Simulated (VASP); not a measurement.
The system is SnS2.

```
Sn S
1.0
     3.66075    0.00000    0.00000
    -1.83038    3.17031    0.00000
     0.00000    0.00000    5.96178
Sn S
1 2
Direct
  0.00000 0.00000 0.00000
  0.33333 0.66667 0.24559
  0.66667 0.33333 0.75441
```

Program: VASP 6.6.1. Alike in all runs: task single point; potentials or basis VASP PAW PBE potentials, release 64 (Sn_d, S); no spin polarisation; cell as given; smearing gaussian 0.01 eV.

Order these runs on this cell by their band gap on the k mesh, lowest first.
A. level r2SCAN; k mesh 6 × 6 × 2; cutoff (eV) 550
B. level HSE06; k mesh 6 × 6 × 2; cutoff (eV) 400; grid for exact exchange (PRECFOCK) Normal; share of exact exchange 0.25; screening parameter 0.2079 1/Å
C. level PBE; k mesh 6 × 6 × 4; cutoff (eV) 500

C (1.51 eV), A (1.85 eV), B (2.43 eV).

Caveats: some runs use coarse meshes; spin-orbit coupling is left out, which moves the levels of the heavy elements.

A k mesh can miss the band edges.
